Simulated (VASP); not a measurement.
# TaRu2 (I4/mmm) in VASP: a series of runs

TaRu2 is run at these levels: PBE; tasks: relaxation of cell and atoms, single point.

Program: VASP 6.6.1. These are calculated values, not measurements. Logs are shortened: lines on timing, memory, paths and dates and some standing lists are left out, and cuts for length are marked.

## (1) The cell of the first run

It takes space group I4/mmm (No. 139, tetragonal). Conventional cell: a = 3.072 Å, b = 3.072 Å, c = 9.217 Å, α = 90.00°, β = 90.00°, γ = 90.00°. Within 3.5 Å of Ta (site symmetry 4/mmm) lie 10 Ru at 2.66 to 3.07 Å and 4 Ta at 3.07 Å. Ru (site symmetry 4mm) has 9 Ru at 2.66 to 3.07 Å and 5 Ta at 2.66 to 3.07 Å within 3.5 Å.

## (2) Relaxation of cell and atoms, PBE

The input, INCAR:

```
SYSTEM = TaRu2
PREC = Accurate ; ENCUT = 600
EDIFF = 1E-6 ; ISMEAR = 0
SIGMA = 0.1 ; LREAL = .FALSE.
LASPH = .TRUE. ; NELM = 100
ALGO = Normal ; ISIF = 3
LWAVE = .FALSE. ; LCHARG = .FALSE.
GGA = PE ; IBRION = 2
NSW = 90 ; EDIFFG = -0.04
```

The input, KPOINTS:

```
regular mesh
0
G
  8 8 8
  0 0 0
```

The input, POSCAR:

```
TaRu2
1.0
   -1.5361570700      1.5361570700      4.6084712000
    1.5361570700     -1.5361570700      4.6084712000
    1.5361570700      1.5361570700     -4.6084712000
Ta Ru
1 2
Direct
    0.5000000000      0.5000000000      0.0000000000
    0.8333333300      0.8333333300      0.0000000000
    0.1666666700      0.1666666700      0.0000000000
```

Potentials or basis: VASP PAW PBE potentials, release 64 (Ta_pv, Ru_pv).

Command:

```
> cat potpaw_PBE.64/Ta_pv/POTCAR potpaw_PBE.64/Ru_pv/POTCAR > POTCAR
> mpirun -np 1 vasp_std > vasp.out
```

OUTCAR:

```text
SYSTEM = TaRu2
   PREC = Accurate
   ENCUT = 600
   EDIFF = 1E-6
   ISMEAR = 0
   LREAL = .FALSE.
   LASPH = .TRUE.
   NELM = 100
   ISIF = 3
   GGA = PE
   IBRION = 2
   NSW = 90
   EDIFFG = -0.04

 ion  position               nearest neighbor table
   1  0.500  0.500  0.000-   3 2.66   3 2.66   3 2.66   2 2.66   3 2.66   2 2.66   2 2.66   2 2.66
                             2 3.07   3 3.07
   2  0.833  0.833  0.000-   3 2.66   3 2.66   3 2.66   3 2.66   1 2.66   1 2.66   1 2.66   1 2.66
                             1 3.07   3 3.07
   3  0.167  0.167  0.000-   2 2.66   2 2.66   2 2.66   2 2.66   1 2.66   1 2.66   1 2.66   1 2.66
                             1 3.07   2 3.07

  LATTYP: Found a body centered tetragonal cell.
 ALAT       =     3.0723141400
 C/A-ratio  =     2.9999999935

  Lattice vectors:

 A1 = (  -1.5361570700,   1.5361570700,   4.6084712000)
 A2 = (   1.5361570700,  -1.5361570700,   4.6084712000)
 A3 = (   1.5361570700,   1.5361570700,  -4.6084712000)

Analysis of symmetry for initial positions (statically):
=====================================================================
 Subroutine PRICEL returns:
 Original cell was already a primitive cell.

 Routine SETGRP: Setting up the symmetry group for a
 body centered tetragonal supercell.

 Subroutine GETGRP returns: Found 16 space group operations
 (whereof 16 operations were pure point group operations)
 out of a pool of 16 trial point group operations.

The static configuration has the point symmetry D_4h.

Analysis of symmetry for dynamics (positions and initial velocities):
=====================================================================
 Subroutine PRICEL returns:
 Original cell was already a primitive cell.

 Routine SETGRP: Setting up the symmetry group for a
 body centered tetragonal supercell.

 Subroutine GETGRP returns: Found 16 space group operations
 (whereof 16 operations were pure point group operations)
 out of a pool of 16 trial point group operations.

The dynamic configuration has the point symmetry D_4h.

 Subroutine INISYM returns: Found 16 space group operations
 (whereof 16 operations are pure point group operations),
 and found     1 'primitive' translations

----------------------------------------------------------------------------------------

                                     Primitive cell

  volume of cell :      43.4999

  direct lattice vectors                    reciprocal lattice vectors
    -1.536157070  1.536157070  4.608471200     0.000000000  0.325487549  0.108495850
     1.536157070 -1.536157070  4.608471200     0.325487549  0.000000000  0.108495850
     1.536157070  1.536157070 -4.608471200     0.325487549  0.325487549  0.000000000

  length of vectors
     5.094856611  5.094856611  5.094856611     0.343094002  0.343094002  0.460308907

  position of ions in fractional coordinates (direct lattice)
     0.500000000  0.500000000  0.000000000
     0.833333330  0.833333330  0.000000000
     0.166666670  0.166666670  0.000000000

  ion indices of the primitive-cell ions
   primitive index   ion index
                 1           1
                 2           2
                 3           3

----------------------------------------------------------------------------------------

 KPOINTS: regular mesh

Automatic generation of k-mesh.
 Grid dimensions read from file:
 generate k-points for:    8    8    8

 Generating k-lattice:

  Cartesian coordinates                     Fractional coordinates (reciprocal lattice)
     0.000000000  0.040685944  0.013561981     0.125000000  0.000000000 -0.000000000
     0.040685944  0.000000000  0.013561981     0.000000000  0.125000000 -0.000000000
     0.040685944  0.040685944  0.000000000     0.000000000  0.000000000  0.125000000

  Length of vectors
     0.042886750  0.042886750  0.057538613

  Shift w.r.t. Gamma in fractional coordinates (k-lattice)
     0.000000000  0.000000000  0.000000000

 Subroutine IBZKPT returns following result:
 ===========================================

 Found     59 irreducible k-points:

 Following reciprocal coordinates:
            Coordinates               Weight
  0.000000  0.000000  0.000000      1.000000
  0.125000  0.000000 -0.000000      8.000000
  0.250000  0.000000 -0.000000      8.000000
  0.375000 -0.000000  0.000000      8.000000
  0.500000  0.000000 -0.000000      4.000000
  0.125000  0.125000 -0.000000      8.000000
[... 16 lines left out ...]
  0.250000  0.125000  0.125000     16.000000
  0.375000  0.125000  0.125000      8.000000
 [... further k-points ...]
   k-points           NKPTS =     59   k-points in BZ     NKDIM =     59   number of bands    NBANDS=     23
   number of dos      NEDOS =    301   number of ions     NIONS =      3
   total plane-waves  NPLWV =  74088
   dimension x,y,z NGX =    42 NGY =   42 NGZ =   42
   dimension x,y,z NGXF=    84 NGYF=   84 NGZF=   84
   ions per type =               1   2
   NGX,Y,Z   is equivalent  to a cutoff of  13.70, 13.70, 13.70 a.u.
   NGXF,Y,Z  is equivalent  to a cutoff of  27.41, 27.41, 27.41 a.u.
 SYSTEM =  TaRu2
   PREC   = accura    normal or accurate (medium, high low for compatibility)
   ISTART =      0    job   : 0-new  1-cont  2-samecut
   ICHARG =      2    charge: 1-file 2-atom 10-const
   ISPIN  =      1    spin polarized calculation?
   LNONCOLLINEAR =      F non collinear calculations
   LSORBIT =      F    spin-orbit coupling
   LASPH  =      T    aspherical Exc in radial PAW
   ENCUT  =  600.0 eV  44.10 Ry    6.64 a.u.  10.18 10.18 10.18*2*pi/ulx,y,z
   NELM   =    100;   NELMIN=  2; NELMDL= -5     # of ELM steps
   EDIFF  = 0.1E-05   stopping-criterion for ELM
   LREAL  =      F    real-space projection
   EDIFFG = -.4E-01   stopping-criterion for IOM
   NSW    =     90    number of steps for IOM
   IBRION =      2    ionic relax: 0-MD 1-quasi-New 2-CG
   NFREE  =      1    steps in history (QN), initial steepest desc. (CG)
   ISIF   =      3    stress and relaxation
   ISYM   =      2    0-nonsym 1-usesym 2-fastsym
   POTIM  = 0.5000    time-step for ionic-motion
   TEBEG  =    0.0;   TEEND  =   0.0 temperature during run
   PSTRESS=    0.0 pullay stress
   NELECT =      39.0000    total number of electrons
   NUPDOWN=      -1.0000    fix difference up-down
   EMIN   =  10.00;   EMAX   =-10.00  energy-range for DOS
   EFERMI =   0.00;   METHOD = LEGACY
   ISMEAR =     0;   SIGMA  =   0.10  broadening in eV -4-tet -1-fermi 0-gaus
   EFERMI_NEDOS =   21; number of points for ismear=-14 and -15
   IALGO  =     38    algorithm
   IMIX   =      4    mixing-type and parameters
     AMIX     =   0.40;   BMIX     =  1.00
     AMIX_MAG =   1.60;   BMIX_MAG =  1.00
  volume/ion in A,a.u.               =      14.50        97.85
  Fermi-wavevector in a.u.,A,eV,Ry     =   1.578581  2.983086 33.904622  2.491919
  Thomas-Fermi vector in A             =   2.679091
   LORBIT       =      0    0 simple, 1 ext, 2 COOP (PROOUT), +10 PAW based schemes
   GGA     = PE    functional components
   LHFCALC =     F    Hartree Fock is set to
   AEXX    =    0.0000 exact exchange contribution
   IVDW    =     0    specifies the selected vdW correction
   LEPSILON=     F    determine dielectric tensor
   LRPA    =     F    only Hartree local field effects (RPA)
 conjugate gradient relaxation of ions
 non-spin polarized calculation
 Gauss-broadening in eV      SIGMA  =   0.10
  energy-cutoff  :      600.00
  volume of cell :       43.50
 maximum number of plane-waves:      1476
 NGX is ok and might be reduce to    42
   NGX = 21   NGY = 21   NGZ = 21

--------------------------------------- Ionic step        1  -------------------------------------------

 number of electron      39.0000001 magnetization

 Free energy of the ion-electron system (eV)
  ---------------------------------------------------
  ext. energy  EPLUGINS =         0.00000000
  ---------------------------------------------------
  free energy    TOTEN  =       -29.98283871 eV

  energy without entropy =      -29.95277512  energy(sigma->0) =      -29.96780692

 E-fermi :  10.9076     XC(G=0): -13.7301

 val. band max:       10.9051240257   @ k =   0.3750   0.1250   0.1250
 cond. band min:      10.9084989204   @ k =  -0.3750   0.5000   0.2500
 fundamental gap:      0.0033748947
 Fermi energy:        10.9076010997

 k-point     1 :       0.0000    0.0000    0.0000
  band No.  band energies     occupation
      1     -32.2466      2.00000
      2     -32.0934      2.00000
      3     -32.0934      2.00000
      4     -31.8735      2.00000
      5     -31.7948      2.00000
      6     -31.7948      2.00000
[... 613 lines left out ...]
     22      11.9430      0.00000
     23      13.0351      0.00000

 [... further k-points ...]
[... 5 lines left out ...]
  --------------------------------------------------------------------------------------
  -------------------------------------------------------------------------------------
  Total        5.4548422      5.4548422      5.3399391      0.0000000      0.0000000      0.0000000
  in kB      200.9114364    200.9114364    196.6793520      0.0000000      0.0000000      0.0000000
  external PRESSURE =     199.5007416 kB  Pullay stress =       0.0000000 kB
[... 92 lines left out ...]
  FREE ENERGIE OF THE ION-ELECTRON SYSTEM (eV)
  ---------------------------------------------------
  free  energy   TOTEN  =       -30.2898285092 eV

  energy  without entropy=      -30.2660582998  energy(sigma->0) =      -30.27794340

[... ionic steps 4 to 7 ...]

--------------------------------------- Ionic step        8  -------------------------------------------

 number of electron      39.0000002 magnetization

------------------------ aborting loop because EDIFF is reached ----------------------------------------

  FORCE on cell =-STRESS in cart. coord.  units (eV):
  Direction    XX          YY          ZZ          XY          YZ          ZX
  --------------------------------------------------------------------------------------
  -------------------------------------------------------------------------------------
  Total        0.2392777      0.2392777      0.3344140      0.0000000      0.0000000     -0.0000000
  in kB        8.1898744      8.1898744     11.4461528      0.0000000      0.0000000     -0.0000000
  external PRESSURE =       9.2753005 kB  Pullay stress =       0.0000000 kB
[... 59 lines left out ...]
  energy  without entropy=      -30.4243753626  energy(sigma->0) =      -30.43281815

--------------------------------------- Ionic step       10  -------------------------------------------

 number of electron      39.0000003 magnetization

 Free energy of the ion-electron system (eV)
  ---------------------------------------------------
  ext. energy  EPLUGINS =         0.00000000
  ---------------------------------------------------
  free energy    TOTEN  =       -30.44319456 eV

  energy without entropy =      -30.42628228  energy(sigma->0) =      -30.43473842

 E-fermi :   9.6551     XC(G=0): -13.2576

 val. band max:        9.6509668191   @ k =   0.2500   0.2500   0.1250
 cond. band min:       9.6989989839   @ k =  -0.3750   0.3750   0.0000
 fundamental gap:      0.0480321649
 Fermi energy:         9.6550543012

 k-point     1 :       0.0000    0.0000    0.0000
  band No.  band energies     occupation
      1     -33.2342      2.00000
      2     -32.9966      2.00000
      3     -32.9966      2.00000
      4     -32.9403      2.00000
      5     -32.8939      2.00000
      6     -32.8939      2.00000
[... 613 lines left out ...]
     22      10.7239      0.00000
     23      11.8317      0.00000

 [... further k-points ...]
[... 5 lines left out ...]
  --------------------------------------------------------------------------------------
  -------------------------------------------------------------------------------------
  Total        0.0113152      0.0113152      0.0037919      0.0000000      0.0000000      0.0000000
  in kB        0.3859229      0.3859229      0.1293291      0.0000000      0.0000000      0.0000000
  external PRESSURE =       0.3003916 kB  Pullay stress =       0.0000000 kB
[... 18 lines left out ...]
  FREE ENERGIE OF THE ION-ELECTRON SYSTEM (eV)
  ---------------------------------------------------
  free  energy   TOTEN  =       -30.4431945589 eV

  energy  without entropy=      -30.4262822843  energy(sigma->0) =      -30.43473842

 reached required accuracy - stopping structural energy minimisation
```

Wall time 25 min (1 thread of Intel Xeon 8259CL, shared host); peak memory 0.33 GiB.

Results:

```
Free energy                           : -30.4432 eV
Relaxed volume                        : 15.66 Å³/atom
Relaxed cell                          : a = 5.276 Å, b = 5.276 Å, c = 5.276 Å, α = 145.47°, β = 145.47°, γ = 49.64°
Space group after relaxing (to 0.1 Å) : I4/mmm (No. 139)
Energy gained by relaxing             : 153.5 meV/atom
Ionic steps                           : 10
Pressure after relaxing               : 0.0 GPa
Largest force after relaxing          : 0.027 eV/Å
Band gap on the k mesh                : zero (an odd number of electrons rules out a gap without spin polarisation)
```

Forces in eV/Å, atoms in the order of the input:
```
Ta   0.000  0.000  0.000
Ru   0.000  0.000  0.027
Ru   0.000  0.000 -0.027
```

The path:
| step | energy change (eV) | largest force (eV/Å) | pressure (GPa) | volume (Å³) |
| --- | --- | --- | --- | --- |
| 1 | 0.0000 | 2.0254 | 19.95 | 43.50 |
| 2 | 0.5597 | 1.1470 | -30.10 | 55.89 |
| 3 | -0.3070 | 1.6401 | -5.70 | 47.64 |
| 4 | -0.3083 | 1.6675 | -4.40 | 47.37 |
| 5 | -0.4536 | 0.2112 | 0.33 | 46.95 |
| 6 | -0.4552 | 0.0184 | -0.24 | 46.99 |
| 7 | -0.4596 | 0.0070 | 0.72 | 46.84 |
| 8 | -0.4598 | 0.0055 | 0.93 | 46.81 |
| 9 | -0.4584 | 0.0866 | -1.60 | 47.29 |
| 10 | -0.4604 | 0.0270 | 0.03 | 46.98 |

Final structure:
```yaml
crystal:
  lattice:
    - [-1.56598, 1.56598, 4.78891]
    - [1.56598, -1.56598, 4.78891]
    - [1.56598, 1.56598, -4.78891]
  atoms:
    - { symbol: Ta, position: [0.50000, 0.50000, 0.00000] }
    - { symbol: Ru, position: [0.84580, 0.84580, 0.00000] }
    - { symbol: Ru, position: [0.15420, 0.15420, 0.00000] }
```

Caveat: spin-orbit coupling is left out, which moves the levels of the heavy elements.

(Continued in part 2 of 2.)
